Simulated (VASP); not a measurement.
A run of VASP 6.6.1:

INCAR

```
  PREC = Accurate
  ENCUT = 520
  EDIFF = 1E-7
  ISMEAR = 0
  SIGMA = 0.1
  LREAL = False
  LASPH = True
  NELM = 100
  ALGO = Normal
  ISIF = 2
  LWAVE = False
  LCHARG = False
  GGA = PE
  NBANDS = 41
```

KPOINTS

```
Automatic mesh
0
Gamma
  6 6 2
```

Contents of POSCAR:

```
In2O
1.0
    3.1919767400      0.0000000000      0.0000000000
   -1.5959883700      2.7643329500      0.0000000000
    0.0000000000      0.0000000000     11.0239876900
In O
4 2
Direct
    0.3333333300      0.6666666700      0.6083498000
    0.6666666700      0.3333333300      0.1083498000
    0.6666666700      0.3333333300      0.3916502000
    0.3333333300      0.6666666700      0.8916502000
    0.3333333300      0.6666666700      0.2500000000
    0.6666666700      0.3333333300      0.7500000000
```

Potentials or basis: VASP PAW PBE potentials, release 64 (In_d, O).

Command:

```sh
$ cat potpaw_PBE.64/In_d/POTCAR potpaw_PBE.64/O/POTCAR > POTCAR
$ mpirun -np 1 vasp_std > vasp.out
```

Hardware: 1 thread of Intel(R) Xeon(R) 6975P-C (Granite Rapids) (shared host).

Q: How long does it take, and how much memory?

A: It took 31 s on 1 thread of Intel(R) Xeon(R) 6975P-C (Granite Rapids), with other jobs on the host, peak memory 0.21 GiB. Counts: scf iterations 16, k points 14.
